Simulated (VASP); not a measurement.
# Re (Fm-3m) in VASP: single point with PBE

Aim: the single point of Re with PBE.

Program: VASP 6.6.1. These are calculated values, not measurements. Logs are shortened: lines on timing, memory, paths and dates and some standing lists are left out, and cuts for length are marked.

## (1) The cell of the first run

Symmetry: Fm-3m, No. 225, cubic system. Conventional cell: a = 3.915 Å, b = 3.915 Å, c = 3.915 Å, α = 90.00°, β = 90.00°, γ = 90.00°. Within 3.6 Å of Re (site symmetry m-3m) lie 12 Re at 2.77 Å.

This isn't the form of Re at room conditions, which is hcp.

## (2) Single point, PBE

File POSCAR:

```
Re
1.0
    0.0000000000      1.9576354498      1.9576354498
    1.9576354498      0.0000000000      1.9576354498
    1.9576354498      1.9576354498      0.0000000000
Re
1
Direct
    0.0000000000      0.0000000000      0.0000000000
```

File INCAR.step1:

```
PREC     = Accurate       # precision mode
ENCUT    = 520            # plane-wave cutoff, eV
EDIFF    = 1E-6           # SCF threshold, eV
ISMEAR   = 0              # smearing method
SIGMA    = 0.05           # smearing width, eV
LREAL    = F              # projectors in reciprocal space
LASPH    = T              # aspherical terms in the spheres
NELM     = 60             # most SCF steps
ALGO     = Normal         # electronic algorithm
ISIF     = 2              # what is computed and relaxed
LWAVE    = F              # write WAVECAR
LCHARG   = T              # write CHGCAR
LMAXMIX  = 4              # l up to which the mixer works
GGA      = PE             # functional
NBANDS   = 10             # bands
```

File KPOINTS.step1:

```
Automatic mesh
0
Gamma
  18 18 18
```

File INCAR.step2:

```
PREC     = Accurate       # precision mode
ENCUT    = 520            # plane-wave cutoff, eV
EDIFF    = 1E-6           # SCF threshold, eV
ISMEAR   = -5             # smearing method
SIGMA    = 0.05           # smearing width, eV
LREAL    = F              # projectors in reciprocal space
LASPH    = T              # aspherical terms in the spheres
NELM     = 60             # most SCF steps
ALGO     = Normal         # electronic algorithm
ISIF     = 2              # what is computed and relaxed
LWAVE    = F              # write WAVECAR
LCHARG   = F              # write CHGCAR
LMAXMIX  = 4              # l up to which the mixer works
GGA      = PE             # functional
LORBIT   = 10             # projections on sites
NBANDS   = 10             # bands
NEDOS    = 2001           # points of the DOS
ICHARG   = 11             # starting density
```

File KPOINTS.step2:

```
Automatic mesh
0
Gamma
  27 27 27
```

Potentials or basis: VASP PAW PBE potentials, release 64 (Re).

The run is started by

```
$ cat potpaw_PBE.64/Re/POTCAR > POTCAR
$ cp INCAR.step1 INCAR
$ cp KPOINTS.step1 KPOINTS
$ mpirun -np 1 vasp_std > vasp.out
$ cp INCAR.step2 INCAR
$ cp KPOINTS.step2 KPOINTS
$ mpirun -np 1 vasp_std > vasp.out
```

OUTCAR:

```text
PREC = Accurate
   ENCUT = 520
   EDIFF = 1E-6
   ISMEAR = -5
   LREAL = F
   LASPH = T
   NELM = 60
   ISIF = 2
   GGA = PE
   LORBIT = 10
   ICHARG = 11

 ion  position               nearest neighbor table
   1  0.000  0.000  0.000-

  LATTYP: Found a face centered cubic cell.
 ALAT       =     3.9152708996

  Lattice vectors:

 A1 = (   0.0000000000,   1.9576354498,   1.9576354498)
 A2 = (   1.9576354498,   0.0000000000,   1.9576354498)
 A3 = (   1.9576354498,   1.9576354498,   0.0000000000)

Analysis of symmetry for initial positions (statically):
=====================================================================
 Subroutine PRICEL returns:
 Original cell was already a primitive cell.

 Routine SETGRP: Setting up the symmetry group for a
 face centered cubic supercell.

 Subroutine GETGRP returns: Found 48 space group operations
 (whereof 48 operations were pure point group operations)
 out of a pool of 48 trial point group operations.

The static configuration has the point symmetry O_h .

Analysis of symmetry for dynamics (positions and initial velocities):
=====================================================================
 Subroutine PRICEL returns:
 Original cell was already a primitive cell.

 Routine SETGRP: Setting up the symmetry group for a
 face centered cubic supercell.

 Subroutine GETGRP returns: Found 48 space group operations
 (whereof 48 operations were pure point group operations)
 out of a pool of 48 trial point group operations.

The dynamic configuration has the point symmetry O_h .

 Subroutine INISYM returns: Found 48 space group operations
 (whereof 48 operations are pure point group operations),
 and found     1 'primitive' translations

----------------------------------------------------------------------------------------

                                     Primitive cell

  volume of cell :      15.0046

  direct lattice vectors                    reciprocal lattice vectors
     0.000000000  1.957635450  1.957635450    -0.255410168  0.255410168  0.255410168
     1.957635450  0.000000000  1.957635450     0.255410168 -0.255410168  0.255410168
     1.957635450  1.957635450  0.000000000     0.255410168  0.255410168 -0.255410168

  length of vectors
     2.768514603  2.768514603  2.768514603     0.442383389  0.442383389  0.442383389

  position of ions in fractional coordinates (direct lattice)
     0.000000000  0.000000000  0.000000000

  ion indices of the primitive-cell ions
   primitive index   ion index
                 1           1

----------------------------------------------------------------------------------------

 KPOINTS: Automatic mesh

Automatic generation of k-mesh.
 Grid dimensions read from file:
 generate k-points for:   27   27   27

 Generating k-lattice:

  Cartesian coordinates                     Fractional coordinates (reciprocal lattice)
    -0.009459636  0.009459636  0.009459636     0.037037037  0.000000000  0.000000000
     0.009459636 -0.009459636  0.009459636     0.000000000  0.037037037  0.000000000
     0.009459636  0.009459636 -0.009459636     0.000000000  0.000000000  0.037037037

  Length of vectors
     0.016384570  0.016384570  0.016384570

  Shift w.r.t. Gamma in fractional coordinates (k-lattice)
     0.000000000  0.000000000  0.000000000

 TETIRR: Found   2653 inequivalent tetrahedra from   118098

 Subroutine IBZKPT returns following result:
 ===========================================

 Found    560 irreducible k-points:

 Following reciprocal coordinates:
            Coordinates               Weight
  0.000000  0.000000  0.000000      1.000000
  0.037037  0.000000  0.000000      8.000000
  0.074074  0.000000  0.000000      8.000000
  0.111111  0.000000  0.000000      8.000000
  0.148148  0.000000  0.000000      8.000000
  0.185185  0.000000  0.000000      8.000000
[... 16 lines left out ...]
  0.333333  0.037037  0.000000     24.000000
  0.370370  0.037037  0.000000     24.000000
 [... further k-points ...]
   k-points           NKPTS =    560   k-points in BZ     NKDIM =    560   number of bands    NBANDS=     10
   number of dos      NEDOS =   2001   number of ions     NIONS =      1
   total plane-waves  NPLWV =  13824
   dimension x,y,z NGX =    24 NGY =   24 NGZ =   24
   dimension x,y,z NGXF=    48 NGYF=   48 NGZF=   48
   ions per type =               1
   NGX,Y,Z   is equivalent  to a cutoff of  14.41, 14.41, 14.41 a.u.
   NGXF,Y,Z  is equivalent  to a cutoff of  28.82, 28.82, 28.82 a.u.
 SYSTEM =  unknown system
   PREC   = accura    normal or accurate (medium, high low for compatibility)
   ISTART =      0    job   : 0-new  1-cont  2-samecut
   ICHARG =     11    charge: 1-file 2-atom 10-const
   ISPIN  =      1    spin polarized calculation?
   LNONCOLLINEAR =      F non collinear calculations
   LSORBIT =      F    spin-orbit coupling
   LASPH  =      T    aspherical Exc in radial PAW
   ENCUT  =  520.0 eV  38.22 Ry    6.18 a.u.   5.15  5.15  5.15*2*pi/ulx,y,z
   NELM   =     60;   NELMIN=  2; NELMDL=  0     # of ELM steps
   EDIFF  = 0.1E-05   stopping-criterion for ELM
   LREAL  =      F    real-space projection
   EDIFFG = 0.1E-04   stopping-criterion for IOM
   NSW    =      0    number of steps for IOM
   IBRION =     -1    ionic relax: 0-MD 1-quasi-New 2-CG
   NFREE  =      0    steps in history (QN), initial steepest desc. (CG)
   ISIF   =      2    stress and relaxation
   ISYM   =      2    0-nonsym 1-usesym 2-fastsym
   POTIM  = 0.5000    time-step for ionic-motion
   TEBEG  =    0.0;   TEEND  =   0.0 temperature during run
   PSTRESS=    0.0 pullay stress
   NELECT =       7.0000    total number of electrons
   NUPDOWN=      -1.0000    fix difference up-down
   EMIN   =  10.00;   EMAX   =-10.00  energy-range for DOS
   EFERMI =   0.00;   METHOD = LEGACY
   ISMEAR =    -5;   SIGMA  =   0.05  broadening in eV -4-tet -1-fermi 0-gaus
   EFERMI_NEDOS =   21; number of points for ismear=-14 and -15
   IALGO  =     38    algorithm
   IMIX   =      4    mixing-type and parameters
     AMIX     =   0.40;   BMIX     =  1.00
     AMIX_MAG =   1.60;   BMIX_MAG =  1.00
  volume/ion in A,a.u.               =      15.00       101.26
  Fermi-wavevector in a.u.,A,eV,Ry     =   1.269694  2.399374 21.934259  1.612123
  Thomas-Fermi vector in A             =   2.402721
   LORBIT       =     10    0 simple, 1 ext, 2 COOP (PROOUT), +10 PAW based schemes
   GGA     = PE    functional components
   LHFCALC =     F    Hartree Fock is set to
   AEXX    =    0.0000 exact exchange contribution
   IVDW    =     0    specifies the selected vdW correction
   LEPSILON=     F    determine dielectric tensor
   LRPA    =     F    only Hartree local field effects (RPA)
 non-spin polarized calculation
 Fermi weights with tetrahedron method with Bloechl corrections
  energy-cutoff  :      520.00
  volume of cell :       15.00
 maximum number of plane-waves:       419
 NGX is ok and might be reduce to    24

 number of electron       7.0000001 magnetization

 Free energy of the ion-electron system (eV)
  ---------------------------------------------------
  ext. energy  EPLUGINS =         0.00000000
  ---------------------------------------------------
  free energy    TOTEN  =       -12.36317144 eV

  energy without entropy =      -12.36317144  energy(sigma->0) =      -12.36317144

 E-fermi :   7.9270     XC(G=0): -13.6245

 val. band max:        7.9653846479   @ k =  -0.4815   0.0370   0.0000
 cond. band min:       7.8992957987   @ k =   0.2593   0.1852   0.0741
 fundamental gap:     -0.0660888492
 Fermi energy:         7.9270465051

 k-point     1 :       0.0000    0.0000    0.0000
  band No.  band energies     occupation
      1      -2.0830      2.00000
      2       6.0451      2.00000
      3       6.0451      2.00000
      4       6.0451      2.00000
      5       9.1393      0.00000
      6       9.1393      0.00000
      7      21.8067      0.00000
      8      27.3540      0.00000
      9      27.3540      0.00000
     10      27.3550      0.00000

 k-point     2 :       0.0370    0.0000    0.0000
  band No.  band energies     occupation
      1      -2.0201      2.00000
      2       6.0014      2.00000
      3       6.0751      2.00000
      4       6.0751      2.00000
      5       9.1147      0.00000
      6       9.1147      0.00000
      7      21.9300      0.00000
      8      26.9858      0.00000
      9      27.4685      0.00000
     10      27.4688      0.00000

 k-point     3 :       0.0741    0.0000    0.0000
  band No.  band energies     occupation
      1      -1.8343      2.00000
      2       5.8786      2.00000
      3       6.1602      2.00000
      4       6.1602      2.00000
      5       9.0489      0.00000
      6       9.0489      0.00000
      7      22.2862      0.00000
      8      26.1701      0.00000
      9      27.8068      0.00000
     10      27.8074      0.00000

 k-point     4 :       0.1111    0.0000    0.0000
  band No.  band energies     occupation
      1      -1.5346      2.00000
      2       5.7004      2.00000
      3       6.2846      2.00000
      4       6.2846      2.00000
      5       8.9667      0.00000
      6       8.9667      0.00000
      7      22.8257      0.00000
      8      25.2516      0.00000
      9      28.3550      0.00000
     10      28.3578      0.00000

 k-point     5 :       0.1481    0.0000    0.0000
  band No.  band energies     occupation
      1      -1.1375      2.00000
      2       5.5011      2.00000
      3       6.4182      2.00000
      4       6.4182      2.00000
      5       8.9094      0.00000
      6       8.9094      0.00000
      7      23.3617      0.00000
      8      24.4905      0.00000
      9      29.0920      0.00000
     10      29.0922      0.00000

 k-point     6 :       0.1852    0.0000    0.0000
  band No.  band energies     occupation
      1      -0.6699      2.00000
      2       5.3243      2.00000
      3       6.5175      2.00000
      4       6.5175      2.00000
      5       8.9319      0.00000
      6       8.9319      0.00000
      7      23.0843      0.00000
      8      24.6437      0.00000
      9      29.9908      0.00000
     10      30.1447      0.00000
[... 183 lines left out ...]
 k-point    21 :       0.2593    0.0370    0.0000
  band No.  band energies     occupation
      1       0.2026      2.00000
      2       5.1570      2.00000
      3       6.4934      2.00000
      4       6.5650      2.00000
      5       8.9880      0.00000
      6       9.5670      0.00000
      7      21.9079      0.00000
      8      25.4397      0.00000
      9      31.0035      0.00000
     10      31.4166      0.00000

 k-point    22 :       0.2963    0.0370    0.0000
  band No.  band energies     occupation
      1       0.6257      2.00000
      2       5.2992      2.00000
      3       6.3652      2.00000
      4       6.4709      2.00000
      5       9.3835      0.00000
      6       9.9303      0.00000
      7      21.1602      0.00000
      8      25.1238      0.00000
      9      31.3796      0.00000
     10      32.5984      0.00000

 k-point    23 :       0.3333    0.0370    0.0000
  band No.  band energies     occupation
      1       0.9320      2.00000
      2       5.6440      2.00000
      3       6.2104      2.00000
      4       6.3405      2.00000
      5       9.8649      0.00000
      6      10.3546      0.00000
      7      20.4304      0.00000
      8      24.2632      0.00000
      9      30.6431      0.00000
     10      31.5932      0.00000

 k-point    24 :       0.3704    0.0370    0.0000
  band No.  band energies     occupation
      1       1.1114      2.00000
      2       6.0495      2.00000
      3       6.1825      2.00000
      4       6.2022      2.00000
      5      10.3826      0.00000
      6      10.7886      0.00000
      7      19.6909      0.00000
      8      23.2675      0.00000
      9      29.6157      0.00000
     10      30.5399      0.00000

 [... further k-points ...]

------------------------ aborting loop because EDIFF is reached ----------------------------------------

  FORCE on cell =-STRESS in cart. coord.  units (eV):
  Direction    XX          YY          ZZ          XY          YZ          ZX
  --------------------------------------------------------------------------------------
  -------------------------------------------------------------------------------------
  Total       -0.0444725     -0.0444725     -0.0444725      0.0000000      0.0000000      0.0000000
  in kB       -4.7487244     -4.7487244     -4.7487244      0.0000000      0.0000000      0.0000000
  external PRESSURE =      -4.7487244 kB  Pullay stress =       0.0000000 kB

 VOLUME and BASIS-vectors are now :
 -----------------------------------------------------------------------------
  energy-cutoff  :      520.00
  volume of cell :       15.00
      direct lattice vectors                 reciprocal lattice vectors
     0.000000000  1.957635450  1.957635450    -0.255410168  0.255410168  0.255410168
     1.957635450  0.000000000  1.957635450     0.255410168 -0.255410168  0.255410168
     1.957635450  1.957635450  0.000000000     0.255410168  0.255410168 -0.255410168

 POSITION                                       TOTAL-FORCE (eV/Angst)
 -----------------------------------------------------------------------------------
      0.00000      0.00000      0.00000         0.000000      0.000000      0.000000
 -----------------------------------------------------------------------------------
    total drift:                               -0.000000      0.000000      0.000000

  FREE ENERGIE OF THE ION-ELECTRON SYSTEM (eV)
  ---------------------------------------------------
  free  energy   TOTEN  =       -12.3631714441 eV

  energy  without entropy=      -12.3631714441  energy(sigma->0) =      -12.36317144

 total charge

# of ion       s       p       d       tot
------------------------------------------
    1        0.616   0.665   4.797   6.078
```

Run time: 63 s. Hardware: 1 thread of Intel Xeon 8259CL, shared host; peak memory 0.21 GiB.

What came out:

```
Valence electrons inside the program's atomic spheres : Re 6.08
```

Levels at points of the mesh, in eV from the Fermi level:
```
           k point  band 1  band 2  band 3  band 4  band 5  band 6  band 7  band 8
(0.00, 0.00, 0.00)  -10.01   -1.88   -1.88   -1.88    1.21    1.21   13.88   19.43
```

Caveat: spin-orbit coupling is left out, which moves the levels of the heavy elements; tetrahedron occupations give inexact forces and stress in metals.
